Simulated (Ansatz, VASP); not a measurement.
## Two plane-wave programs on MgS

The input INCAR:

```
SYSTEM = MgS
ALGO = Normal
EDIFF = 1E-6
ENCUT = 600
GGA = PE
GGA_COMPAT = .FALSE.
ISIF = 2
ISMEAR = 0
LASPH = .TRUE.
LCHARG = .FALSE.
LREAL = .FALSE.
LWAVE = .FALSE.
NBANDS = 11
NELM = 120
PREC = Accurate
SIGMA = 0.01
```

File KPOINTS:

```
k-points
0
G
  6 6 6
  0 0 0
```

POSCAR

```
MgS
1.0
    0.0000000000      2.6412435108      2.5997095713
    2.6412435108      0.0000000000      2.5997095713
    2.6412435108      2.6412435108      0.0000000000
Mg S
1 1
Direct
    0.0000000000      0.0000000000      0.0000000000
    0.5000000000      0.5000000000      0.5000000000
```

Input for Ansatz:

```yaml
crystal:
  lattice:
    - [0.0, 2.6412435121, 2.5997095703]
    - [2.6412435121, 0.0, 2.5997095703]
    - [2.6412435121, 2.6412435121, 0.0]
  atoms:
    - { symbol: Mg, position: [0.0, 0.0, 0.0] }
    - { symbol: S, position: [0.5, 0.5, 0.5] }
basis:
  ecutwfc: 420
kpoints:
  mp_grid: { grid: [6, 6, 6] }
  band_path:
    path:
      - [0.0, 0.0, 0.0]
      - [0.0, 0.0, 0.0]
      - [0.0, 0.0, 0.0]
      - [0.0, 0.0, 0.0]
      - [0.0, 0.0, 0.0]
      - [0.0, 0.0, 0.0]
      - [0.0, 0.0, 0.0]
      - [0.0, 0.0, 0.0]
      - [0.0, 0.0, 0.0]
      - [0.0, 0.0, 0.0]
      - [0.0, 0.0, 0.0]
      - [0.0, 0.0, 0.0]
      - [0.0, 0.0, 0.0]
      - [0.0, 0.0, 0.0]
      - [0.0, 0.0, 0.0]
      - [0.0, 0.0, 0.0]
      - [0.0, 0.0, 0.0]
      - [0.0, 0.0, 0.0]
      - [0.0, 0.0, 0.0]
      - [0.0, 0.0, 0.0]
      - [0.0, 0.0, 0.0]
      - [0.0, 0.0, 0.0]
      - [0.0, 0.0, 0.0]
      - [0.0, 0.0, 0.0]
      - [0.0, 0.0, 0.0]
      - [0.0, 0.0, 0.0]
      - [0.3, 0.3, 0.0]
      - [0.3166666667, 0.3166666667, 0.0]
      - [0.3333333333, 0.3333333333, 0.0]
      - [0.35, 0.35, 0.0]
      - [0.3666666667, 0.3666666667, 0.0]
      - [0.3833333333, 0.3833333333, 0.0]
      - [0.4, 0.4, 0.0]
      - [0.4166666667, 0.4166666667, 0.0]
      - [0.4333333333, 0.4333333333, 0.0]
      - [0.45, 0.45, 0.0]
      - [0.4666666667, 0.4666666667, 0.0]
      - [0.4833333333, 0.4833333333, 0.0]
      - [0.5, 0.5, 0.0]
      - [0.0, 0.3, 0.3]
      - [0.0, 0.3166666667, 0.3166666667]
      - [0.0, 0.3333333333, 0.3333333333]
      - [0.0, 0.35, 0.35]
      - [0.0, 0.3666666667, 0.3666666667]
      - [0.0, 0.3833333333, 0.3833333333]
      - [0.0, 0.4, 0.4]
      - [0.0, 0.4166666667, 0.4166666667]
      - [0.0, 0.4333333333, 0.4333333333]
      - [0.0, 0.45, 0.45]
      - [0.0, 0.4666666667, 0.4666666667]
      - [0.0, 0.4833333333, 0.4833333333]
      - [0.0, 0.5, 0.5]
      - [0.5, 0.5, 0.5]
      - [0.5, 0.5, 0.5]
      - [0.5, 0.5, 0.5]
      - [0.5, 0.5, 0.5]
      - [0.5, 0.5, 0.5]
      - [0.5, 0.5, 0.5]
      - [0.5, 0.5, 0.5]
      - [0.5, 0.5, 0.5]
      - [0.5, 0.5, 0.5]
      - [0.5, 0.5, 0.5]
      - [0.5, 0.5, 0.5]
      - [0.5, 0.5, 0.5]
      - [0.5, 0.5, 0.5]
      - [0.0, 0.0, 0.5]
      - [0.0, 0.0, 0.5]
      - [0.0, 0.0, 0.5]
      - [0.0, 0.0, 0.5]
      - [0.0, 0.0, 0.5]
      - [0.0, 0.0, 0.5]
      - [0.0, 0.0, 0.5]
      - [0.0, 0.0, 0.5]
      - [0.0, 0.0, 0.5]
      - [0.0, 0.0, 0.5]
      - [0.0, 0.0, 0.5]
      - [0.0, 0.0, 0.5]
      - [0.0, 0.0, 0.5]
      - [0.5, 0.5, 0.5]
      - [0.5, 0.5, 0.5]
      - [0.5, 0.5, 0.5]
      - [0.5, 0.5, 0.5]
      - [0.5, 0.5, 0.5]
      - [0.5, 0.5, 0.5]
      - [0.5, 0.5, 0.5]
      - [0.5, 0.5, 0.5]
      - [0.5, 0.5, 0.5]
      - [0.5, 0.5, 0.5]
      - [0.5, 0.5, 0.5]
      - [0.5, 0.5, 0.5]
      - [0.5, 0.5, 0.5]
      - [0.0, 0.0, 0.5]
      - [0.0, 0.0, 0.5]
      - [0.0, 0.0, 0.5]
      - [0.0, 0.0, 0.5]
      - [0.0, 0.0, 0.5]
      - [0.0, 0.0, 0.5]
      - [0.0, 0.0, 0.5]
      - [0.0, 0.0, 0.5]
      - [0.0, 0.0, 0.5]
      - [0.0, 0.0, 0.5]
      - [0.0, 0.0, 0.5]
      - [0.0, 0.0, 0.5]
      - [0.0, 0.0, 0.5]
    npoints: 1
hamiltonian:
  xc: pbe
  pseudopotentials: { kind: paw, azcp: { folder: soft_1 } }
scf:
  occupations: { method: fixed }
  n_extra_bands: 5
output:
  eigenvalues: true
```

Alike in both runs: task single point; functional PBE; k mesh 6 × 6 × 6; no spin polarisation.

```csv
,VASP,Ansatz
version,VASP 6.6.1,Ansatz 0.2.0
potentials or method,"VASP PAW PBE potentials, release 64 (Mg, S), cutoff 600 eV","scalar-relativistic, plane waves, PAW"
occupations,"gaussian, width 0.01 eV",fixed
valence electrons in the cell,8,16
```

Ansatz gave:

```
gap on the k mesh at the Fermi level (eV) : 2.65
least direct gap on the mesh (eV)         : 3.47
```

Question: What did VASP give for the same quantities?

Answer: gap on the k mesh at the Fermi level (eV): 2.64; least direct gap on the mesh (eV): 3.46.

VASP's potentials hold 8 valence electrons a cell and Ansatz's 16, so a difference there can come from the potentials and not from the codes.
